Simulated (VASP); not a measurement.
**Rb2NaPt: relaxation of cell and atoms with PBE**

Rb2NaPt:

```
Rb Na Pt
1.0
    -3.06468    3.06468    3.63785
     3.06468   -3.06468    3.63785
     3.06468    3.06468   -3.63785
Rb Na Pt
2 1 1
Direct
  0.50000 0.00000 0.50000
  0.00000 0.50000 0.50000
  0.50000 0.50000 0.00000
  0.00000 0.00000 0.00000
```

The cell was built from a structure type or drawn by symmetry, and may not be a known phase.

| Quantity | Value |
| --- | --- |
| Program | VASP 6.6.1 |
| Task | relaxation of cell and atoms |
| Functional | PBE |
| Potentials or basis | VASP PAW PBE potentials, release 64 (Rb_sv, Na_pv, Pt) |
| Cutoff | 600 eV |
| k mesh | 4 × 4 × 4 |
| Occupations | gaussian, width 0.1 eV |
| Spin | no spin polarisation |
| Dipole correction | no |
| Further INCAR settings | ALGO = Normal; EDIFF = 1e-06; IBRION = 2; EDIFFG = -0.04; NSW = 90; ISIF = 3 |

* Relaxed volume: 37.75 Å³/atom
* Relaxed cell: a = 5.812 Å, b = 5.812 Å, c = 5.812 Å, α = 108.55°, β = 108.55°, γ = 111.33°
* Space group after relaxing (to 0.1 Å): I4/mmm (No. 139)
* Energy gained by relaxing: 155.1 meV/atom
* Ionic steps: 10
* Pressure after relaxing: 0.0 GPa
* Band gap on the k mesh: zero (an odd number of electrons rules out a gap without spin polarisation)

Step by step:
```tsv
step	energy change (eV)	largest force (eV/Å)	pressure (GPa)	volume (Å³)
1	0.0000	0.0000	2.96	136.67
2	-0.4693	0.0000	0.55	149.11
3	-0.5796	0.0000	-0.36	157.34
4	-0.5889	0.0000	-0.58	160.07
5	-0.5893	0.0000	-0.61	160.53
6	-0.6088	0.0000	-0.42	156.86
7	-0.6184	0.0000	-0.20	153.33
8	-0.6192	0.0000	-0.12	151.98
9	-0.6192	0.0000	-0.15	152.15
10	-0.6202	0.0000	-0.05	151.02
```

Final structure:
```cif
data_structure
_symmetry_space_group_name_H-M 'P 1'
_symmetry_Int_Tables_number 1
_cell_length_a 5.8121
_cell_length_b 5.8121
_cell_length_c 5.8121
_cell_angle_alpha 108.550
_cell_angle_beta 108.550
_cell_angle_gamma 111.330
_cell_volume 151.02
loop_
_atom_site_label
_atom_site_type_symbol
_atom_site_fract_x
_atom_site_fract_y
_atom_site_fract_z
_atom_site_occupancy
Rb1 Rb 0.50000 0.00000 0.50000 1
Rb2 Rb 0.00000 0.50000 0.50000 1
Na1 Na 0.50000 0.50000 0.00000 1
Pt1 Pt 0.00000 0.00000 0.00000 1
```

Levels at points of the mesh, in eV from the Fermi level:
```csv
k point,band 13,band 14,band 15,band 16,band 17,band 18,band 19,band 20,band 21
"(0.00, 0.00, 0.00)",-1.35,-1.32,-1.32,-1.24,-1.23,1.74,2.49,2.49,2.83
"(0.50, 0.00, 0.00)",-1.29,-1.20,-1.11,-1.05,-0.95,-0.63,1.85,2.37,2.46
"(0.50, 0.50, 0.00)",-1.17,-1.07,-1.03,-0.99,-0.93,-0.48,0.65,2.51,2.71
"(0.50, 0.50, 0.50)",-1.44,-1.29,-1.10,-1.10,-1.10,1.19,1.19,1.38,1.38
```

It took 5.9 min on 1 thread of Intel(R) Xeon(R) Platinum 8488C (Sapphire Rapids) (shared host), peak memory 0.35 GiB.

Caveat: spin-orbit coupling is left out, which moves the levels of the heavy elements.
